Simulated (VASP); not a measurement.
# Ga2BSb3 (P-6m2) in VASP: notebook

Runs on Ga2BSb3. Level: PBE. Tasks: single point, relaxation of cell and atoms.

Program: VASP 6.6.1. These are calculated values, not measurements. Logs are shortened: lines on timing, memory, paths and dates and some standing lists are left out, and cuts for length are marked.

### Step 1. The cell of the first run

It takes space group P-6m2 (No. 187, hexagonal). Conventional cell: a = 5.132 Å, b = 5.132 Å, c = 5.951 Å, α = 90.00°, β = 90.00°, γ = 120.00°. Ga (site symmetry 3m) has 2 Ga at 2.76 to 3.19 Å and 9 Sb at 3.27 to 3.37 Å and 3 B at 3.27 Å within 3.6 Å. Within 3.9 Å of B (site symmetry -6m2) lie 5 Sb at 2.96 to 2.98 Å and 6 Ga at 3.27 Å. Sb (site symmetry -6m2) has 3 Sb at 2.96 Å and 2 B at 2.98 Å and 6 Ga at 3.37 Å within 3.9 Å. Within 3.9 Å of Sb (site symmetry -6m2) lie 3 B at 2.96 Å and 2 Sb at 2.98 Å and 6 Ga at 3.27 Å. Within 3.9 Å of Sb (site symmetry -6m2) lie 5 Sb at 2.96 to 2.98 Å and 6 Ga at 3.37 Å.

The cell was built from a structure type or drawn by symmetry, and may not be a known phase.

### Step 2. Single point, PBE

Contents of INCAR:

```
SYSTEM = Ga2BSb3
  PREC = Accurate
  ENCUT = 520
  EDIFF = 1E-6
  ISMEAR = 0
  SIGMA = 0.1
  LREAL = .False.
  LASPH = .True.
  NELM = 80
  ALGO = Normal
  ISIF = 2
  LWAVE = .False.
  LCHARG = .False.
  GGA = PE
  NBANDS = 31
```

Contents of KPOINTS:

```
regular mesh
0
Gamma
  12 12 6
  0 0 0
```

Contents of POSCAR:

```
Ga2BSb3
1.0
    5.1318547639      0.0000000000      0.0000000000
   -2.5659273820      4.4443165941      0.0000000000
    0.0000000000      0.0000000000      5.9514560632
Ga B Sb
2 1 3
Direct
    0.6666666667      0.3333333333      0.2316979040
    0.6666666667      0.3333333333      0.7683020960
    0.0000000000      0.0000000000      0.0000000000
    0.0000000000      0.0000000000      0.5000000000
    0.3333333333      0.6666666667      0.0000000000
    0.3333333333      0.6666666667      0.5000000000
```

Potentials or basis: VASP PAW PBE potentials, release 64 (Ga_d, B, Sb).

Run with:

```console
$ cat potpaw_PBE.64/Ga_d/POTCAR potpaw_PBE.64/B/POTCAR potpaw_PBE.64/Sb/POTCAR > POTCAR
$ mpirun -np 1 vasp_std > vasp.out
```

OUTCAR:

```text
SYSTEM = Ga2BSb3
   PREC = Accurate
   ENCUT = 520
   EDIFF = 1E-6
   ISMEAR = 0
   LREAL = .False.
   LASPH = .True.
   NELM = 80
   ISIF = 2
   GGA = PE

 ion  position               nearest neighbor table
   1  0.667  0.333  0.232-   2 2.76   5 3.27   5 3.27   5 3.27
   2  0.667  0.333  0.768-   1 2.76   5 3.27   5 3.27   5 3.27
   3  0.000  0.000  0.000-   5 2.96   5 2.96   5 2.96   4 2.98   4 2.98
   4  0.000  0.000  0.500-   6 2.96   6 2.96   6 2.96   3 2.98   3 2.98
   5  0.333  0.667  0.000-   3 2.96   3 2.96   3 2.96   6 2.98   6 2.98   1 3.27   2 3.27   1 3.27
                             2 3.27   1 3.27   2 3.27
   6  0.333  0.667  0.500-   4 2.96   4 2.96   4 2.96   5 2.98   5 2.98

  LATTYP: Found a hexagonal cell.
 ALAT       =     5.1318547639
 C/A-ratio  =     1.1597085921

  Lattice vectors:

 A1 = (   5.1318547639,   0.0000000000,   0.0000000000)
 A2 = (  -2.5659273820,   4.4443165941,   0.0000000000)
 A3 = (   0.0000000000,   0.0000000000,   5.9514560632)

Analysis of symmetry for initial positions (statically):
=====================================================================
 Subroutine PRICEL returns:
 Original cell was already a primitive cell.

 Routine SETGRP: Setting up the symmetry group for a
 hexagonal supercell.

 Subroutine GETGRP returns: Found 12 space group operations
 (whereof 12 operations were pure point group operations)
 out of a pool of 24 trial point group operations.

The static configuration has the point symmetry D_3h.

Analysis of symmetry for dynamics (positions and initial velocities):
=====================================================================
 Subroutine PRICEL returns:
 Original cell was already a primitive cell.

 Routine SETGRP: Setting up the symmetry group for a
 hexagonal supercell.

 Subroutine GETGRP returns: Found 12 space group operations
 (whereof 12 operations were pure point group operations)
 out of a pool of 24 trial point group operations.

The dynamic configuration has the point symmetry D_3h.

 Subroutine INISYM returns: Found 12 space group operations
 (whereof 12 operations are pure point group operations),
 and found     1 'primitive' translations

----------------------------------------------------------------------------------------

                                     Primitive cell

  volume of cell :     135.7384

  direct lattice vectors                    reciprocal lattice vectors
     5.131854764  0.000000000  0.000000000     0.194861321  0.112503236  0.000000000
[... 98 lines left out ...]
   IBRION =     -1    ionic relax: 0-MD 1-quasi-New 2-CG
   NFREE  =      0    steps in history (QN), initial steepest desc. (CG)
   ISIF   =      2    stress and relaxation
   ISYM   =      2    0-nonsym 1-usesym 2-fastsym
   POTIM  = 0.5000    time-step for ionic-motion
   TEBEG  =    0.0;   TEEND  =   0.0 temperature during run
   PSTRESS=    0.0 pullay stress
   NELECT =      44.0000    total number of electrons
   NUPDOWN=      -1.0000    fix difference up-down
   EMIN   =  10.00;   EMAX   =-10.00  energy-range for DOS
   EFERMI =   0.00;   METHOD = LEGACY
   ISMEAR =     0;   SIGMA  =   0.10  broadening in eV -4-tet -1-fermi 0-gaus
   EFERMI_NEDOS =   21; number of points for ismear=-14 and -15
   IALGO  =     38    algorithm
   IMIX   =      4    mixing-type and parameters
     AMIX     =   0.40;   BMIX     =  1.00
     AMIX_MAG =   1.60;   BMIX_MAG =  1.00
  volume/ion in A,a.u.               =      22.62       152.67
  Fermi-wavevector in a.u.,A,eV,Ry     =   1.124583  2.125154 17.207112  1.264687
  Thomas-Fermi vector in A             =   2.261256
   LORBIT       =      0    0 simple, 1 ext, 2 COOP (PROOUT), +10 PAW based schemes
   GGA     = PE    functional components
   LHFCALC =     F    Hartree Fock is set to
   AEXX    =    0.0000 exact exchange contribution
   IVDW    =     0    specifies the selected vdW correction
   LEPSILON=     F    determine dielectric tensor
   LRPA    =     F    only Hartree local field effects (RPA)
 non-spin polarized calculation
 Gauss-broadening in eV      SIGMA  =   0.10
  energy-cutoff  :      520.00
  volume of cell :      135.74
 maximum number of plane-waves:      3684
 NGX is ok and might be reduce to    40
   NGX = 19   NGY = 19   NGZ = 23

 number of electron      44.0000005 magnetization

 Free energy of the ion-electron system (eV)
  ---------------------------------------------------
  ext. energy  EPLUGINS =         0.00000000
  ---------------------------------------------------
  free energy    TOTEN  =       -20.86685653 eV

  energy without entropy =      -20.85111572  energy(sigma->0) =      -20.85898612

 E-fermi :   6.6871     XC(G=0): -10.2455

 val. band max:        6.6791440994   @ k =   0.2500   0.0833   0.3333
 cond. band min:       6.7218476681   @ k =   0.3333   0.0833   0.5000
 fundamental gap:      0.0427035687
 Fermi energy:         6.6871390270

 k-point     1 :       0.0000    0.0000    0.0000
  band No.  band energies     occupation
      1      -8.2645      2.00000
      2      -8.1807      2.00000
      3      -8.1807      2.00000
      4      -8.1430      2.00000
      5      -8.1430      2.00000
      6      -8.1233      2.00000
[... 805 lines left out ...]
     30      10.7746      0.00000
     31      11.3659      0.00000

 [... further k-points ...]

------------------------ aborting loop because EDIFF is reached ----------------------------------------

  FORCE on cell =-STRESS in cart. coord.  units (eV):
  Direction    XX          YY          ZZ          XY          YZ          ZX
  --------------------------------------------------------------------------------------
  -------------------------------------------------------------------------------------
  Total        0.0011352      0.0011352      0.0015715     -0.0000000      0.0000000      0.0000000
  in kB        0.0133997      0.0133997      0.0185487     -0.0000000      0.0000000      0.0000000
  external PRESSURE =       0.0151160 kB  Pullay stress =       0.0000000 kB

 VOLUME and BASIS-vectors are now :
 -----------------------------------------------------------------------------
  energy-cutoff  :      520.00
  volume of cell :      135.74
      direct lattice vectors                 reciprocal lattice vectors
     5.131854764  0.000000000  0.000000000     0.194861321  0.112503236  0.000000000
    -2.565927382  4.444316594  0.000000000     0.000000000  0.225006473  0.000000000
     0.000000000  0.000000000  5.951456063     0.000000000  0.000000000  0.168026108

 POSITION                                       TOTAL-FORCE (eV/Angst)
 -----------------------------------------------------------------------------------
      2.56593      1.48144      1.37894        -0.000000      0.000000      0.001424
      2.56593      1.48144      4.57252        -0.000000     -0.000000     -0.001424
      0.00000      0.00000      0.00000         0.000000      0.000000      0.000000
      0.00000      0.00000      2.97573         0.000000      0.000000      0.000000
     -0.00000      2.96288      0.00000         0.000000      0.000000      0.000000
     -0.00000      2.96288      2.97573         0.000000      0.000000      0.000000
 -----------------------------------------------------------------------------------
    total drift:                               -0.000005      0.000003      0.000000

  FREE ENERGIE OF THE ION-ELECTRON SYSTEM (eV)
  ---------------------------------------------------
  free  energy   TOTEN  =       -20.8668565309 eV

  energy  without entropy=      -20.8511157173  energy(sigma->0) =      -20.85898612
```

stdout:

```text
POSCAR found type information on POSCAR GaB Sb
 POSCAR found :  3 types and       6 ions
 scaLAPACK will be used
 LDA part: xc-table for (Slater+PW92), standard interpolation
 POSCAR, INCAR and KPOINTS ok, starting setup
 FFT: planning ... GRIDC
 FFT: planning ... GRID_SOFT
 FFT: planning ... GRID
 WAVECAR not read
 entering main loop
```

It took 6.4 min on 1 thread of Intel Xeon 8259CL, shared host; peak memory 0.47 GiB.

Results:

```yaml
Free_energy: -20.8669 eV
Pressure: 0.0 GPa
Band_gap_on_the_k_mesh: zero (bands 22 and 23 overlap by 2.41 eV)
```

Caveat: spin-orbit coupling is left out, which moves the levels of the heavy elements.

### Step 3. Relaxation of cell and atoms, PBE

This run uses another cell than the first one, of 22.90 Å³/atom.

Contents of INCAR:

```
SYSTEM = Ga2BSb3
PREC     = Accurate       ! precision mode
ENCUT    = 600            ! plane-wave cutoff, eV
EDIFF    = 1E-6           ! SCF threshold, eV
ISMEAR   = 0              ! smearing method
SIGMA    = 0.1            ! smearing width, eV
LREAL    = .False.        ! projectors in reciprocal space
LASPH    = .True.         ! aspherical terms in the spheres
NELM     = 100            ! most SCF steps
ALGO     = Normal         ! electronic algorithm
ISIF     = 3              ! what is computed and relaxed
LWAVE    = .False.        ! write WAVECAR
LCHARG   = .False.        ! write CHGCAR
GGA      = PE             ! functional
IBRION   = 2              ! ionic algorithm
NSW      = 90             ! ionic steps
EDIFFG   = -0.04          ! ionic threshold
```

Contents of KPOINTS:

```
regular mesh
0
Gamma
  6 6 4
  0 0 0
```

Contents of POSCAR:

```
Ga2BSb3
1.0
    4.9910487615      0.0000000000      0.0000000000
   -2.4955243807      4.3223750189      0.0000000000
    0.0000000000      0.0000000000      6.3676732072
Ga B Sb
2 1 3
Direct
    0.6666666667      0.3333333333      0.2249518785
    0.6666666667      0.3333333333      0.7750481215
    0.0000000000      0.0000000000      0.0000000000
    0.0000000000      0.0000000000      0.5000000000
    0.3333333333      0.6666666667      0.0000000000
    0.3333333333      0.6666666667      0.5000000000
```

Potentials or basis: VASP PAW PBE potentials, release 64 (Ga_d, B, Sb).

Run with:

```console
$ cat potpaw_PBE.64/Ga_d/POTCAR potpaw_PBE.64/B/POTCAR potpaw_PBE.64/Sb/POTCAR > POTCAR
$ mpirun -np 1 vasp_std > vasp.out
```

Run time: 12 min. Hardware: 1 thread of Intel Xeon 8259CL, shared host; peak memory 0.35 GiB.

The run converged. Its results:

- Free energy: -20.9291 eV
- Relaxed volume: 22.66 Å³/atom
- Relaxed cell: a = 5.106 Å, b = 5.106 Å, c = 6.021 Å, α = 90.00°, β = 90.00°, γ = 120.00°
- Space group after relaxing (to 0.1 Å): P-6m2 (No. 187)
- Energy gained by relaxing: 30.7 meV/atom
- Ionic steps: 10
- Pressure after relaxing: -0.1 GPa
- Largest force after relaxing: 0.030 eV/Å

Forces on the atoms (eV/Å):
```
Ga   0.000  0.000  0.030
Ga   0.000  0.000 -0.030
B    0.000  0.000  0.000
Sb   0.000  0.000  0.000
Sb   0.000  0.000  0.000
Sb   0.000  0.000  0.000
```

Stress tensor (GPa, compression positive):
```
-0.03  0.00  0.00
 0.00 -0.03  0.00
 0.00  0.00 -0.22
```

The path:
```csv
step,energy change (eV),largest force (eV/Å),pressure (GPa),volume (Å³)
1,0.0000,0.0065,0.33,137.37
2,-0.1347,0.1425,-0.58,138.20
3,-0.1596,0.2067,-0.95,138.56
4,-0.1603,0.2169,-1.01,138.62
5,-0.1739,0.2082,0.05,135.50
6,-0.1739,0.2074,0.12,135.39
7,-0.1791,0.1433,0.22,135.19
8,-0.1817,0.0706,0.33,134.93
9,-0.1840,0.0241,-0.21,136.08
10,-0.1840,0.0300,-0.09,135.94
```

Final structure:
```
Ga B Sb
1.0
     5.10619    0.00000    0.00000
    -2.55310    4.42209    0.00000
     0.00000    0.00000    6.02058
Ga B Sb
2 1 3
Direct
  0.66667 0.33333 0.23383
  0.66667 0.33333 0.76617
  0.00000 0.00000 0.00000
  0.00000 0.00000 0.50000
  0.33333 0.66667 0.00000
  0.33333 0.66667 0.50000
```

Levels at points of the mesh, in eV from the Fermi level:
```
           k point  band 20  band 21  band 22  band 23  band 24  band 25
(0.00, 0.00, 0.00)    -2.11    -1.40    -0.90    -0.90    -0.37     0.19
(0.50, 0.00, 0.00)    -1.91    -1.78     0.75     1.33     1.37     2.45
(0.00, 0.00, 0.50)    -1.95    -1.79    -1.16    -1.16    -1.03    -0.67
(0.50, 0.00, 0.50)    -0.65     0.04     0.11     1.82     1.88     2.25
```

Caveat: the highest band is partly filled, so the run has too few bands; spin-orbit coupling is left out, which moves the levels of the heavy elements.

### Step 4. Relaxation of cell and atoms, PBE

Contents of INCAR:

```
SYSTEM = Ga2BSb3
PREC = Accurate
ENCUT = 600
EDIFF = 1E-7
ISMEAR = 0
SIGMA = 0.1
LREAL = .FALSE.
LASPH = .TRUE.
NELM = 80
ALGO = Normal
ISIF = 3
LWAVE = .FALSE.
LCHARG = .FALSE.
GGA = PE
IBRION = 2
NSW = 100
EDIFFG = -0.01
```

Contents of KPOINTS:

```
regular mesh
0
G
  12 12 6
  0 0 0
```

Contents of POSCAR:

```
Ga2BSb3
1.0
    5.1068436857      0.0000000000      0.0000000000
   -2.5534218429      4.4226563650      0.0000000000
    0.0000000000      0.0000000000      6.0086519297
Ga B Sb
2 1 3
Direct
    0.6666666667      0.3333333333      0.2354831122
    0.6666666667      0.3333333333      0.7645168878
    0.0000000000      0.0000000000      0.0000000000
    0.0000000000      0.0000000000      0.5000000000
    0.3333333333      0.6666666667      0.0000000000
    0.3333333333      0.6666666667      0.5000000000
```

Run with:

```console
$ cat potpaw_PBE.64/Ga_d/POTCAR potpaw_PBE.64/B/POTCAR potpaw_PBE.64/Sb/POTCAR > POTCAR
$ mpirun -np 1 vasp_std > vasp.out
```

Wall time 19 min (1 thread of Intel Xeon Platinum 8488C (Sapphire Rapids), shared host); peak memory 0.52 GiB.

Results (log left out):

```yaml
Free_energy: -20.8668 eV
Relaxed_volume: 22.64 Å³/atom
Relaxed_cell: a = 5.133 Å, b = 5.133 Å, c = 5.954 Å, α = 90.00°, β = 90.00°, γ = 120.00°
Space_group_after_relaxing_to_0.1_Å: P-6m2 (No. 187)
Energy_gained_by_relaxing: 1.5 meV/atom
Ionic_steps: 8
Pressure_after_relaxing: 0.0 GPa
```

The path:
| step | energy change (eV) | largest force (eV/Å) | pressure (GPa) | volume (Å³) |
| --- | --- | --- | --- | --- |
| 1 | 0.0000 | 0.1309 | 0.03 | 135.71 |
| 2 | -0.0067 | 0.0808 | -0.02 | 135.79 |
| 3 | -0.0086 | 0.0397 | -0.06 | 135.85 |
| 4 | -0.0086 | 0.0376 | -0.06 | 135.85 |
| 5 | -0.0088 | 0.0294 | 0.01 | 135.67 |
| 6 | -0.0089 | 0.0217 | 0.07 | 135.51 |
| 7 | -0.0090 | 0.0127 | 0.02 | 135.66 |
| 8 | -0.0090 | 0.0018 | -0.04 | 135.84 |

Final structure:
```xyz
6
Lattice="5.1327 0.0000 0.0000 -2.5664 4.4450 0.0000 0.0000 0.0000 5.9539" Properties=species:S:1:pos:R:3 pbc="T T T"
Ga    2.5664    1.4817    1.3802
Ga    2.5664    1.4817    4.5737
B     0.0000    0.0000    5.9539
Sb    0.0000    0.0000    2.9769
Sb    0.0000    2.9634    5.9539
Sb    0.0000    2.9634    2.9769
```

Levels at points of the mesh, in eV from the Fermi level:
```tsv
k point	band 20	band 21	band 22	band 23	band 24	band 25
(0.00, 0.00, 0.00)	-2.24	-1.62	-0.92	-0.92	-0.49	0.05
(0.50, 0.00, 0.00)	-1.92	-1.91	0.55	1.11	1.32	2.26
(0.00, 0.00, 0.50)	-2.04	-1.80	-1.28	-1.28	-1.04	-0.77
(0.50, 0.00, 0.50)	-0.64	0.09	0.10	1.70	1.78	2.04
```

Caveat: the highest band is partly filled, so the run has too few bands; spin-orbit coupling is left out, which moves the levels of the heavy elements.

### Step 5. Summary

| task | cell | k mesh | cutoff (eV) | pressure (GPa) | relaxed volume (Å³/atom) |
| --- | --- | --- | --- | --- | --- |
| single point | a = 5.132, b = 5.132, c = 5.951 Å, angles 90.0, 90.0, 120.0°, 6 atoms, atomic positions A | 12 × 12 × 6 | 520 | 0.0 | - |
| relaxation of cell and atoms | relaxed from a = 4.991, b = 4.991, c = 6.368 Å, angles 90.0, 90.0, 120.0°, 6 atoms, atomic positions B | 6 × 6 × 4 | 600 | -0.1 | 22.66 |
| relaxation of cell and atoms | relaxed from a = 5.107, b = 5.107, c = 6.009 Å, angles 90.0, 90.0, 120.0°, 6 atoms, atomic positions C | 12 × 12 × 6 | 600 | 0.0 | 22.64 |

Alike in all rows: level PBE; potentials or basis VASP PAW PBE potentials, release 64 (Ga_d, B, Sb); no spin polarisation; smearing gaussian 0.1 eV.

Caveats: spin-orbit coupling is left out, which moves the levels of the heavy elements; the highest band is partly filled, so the run has too few bands (at least some runs).

Total energies depend on the potentials used, so only differences within one code and one set of settings carry meaning.
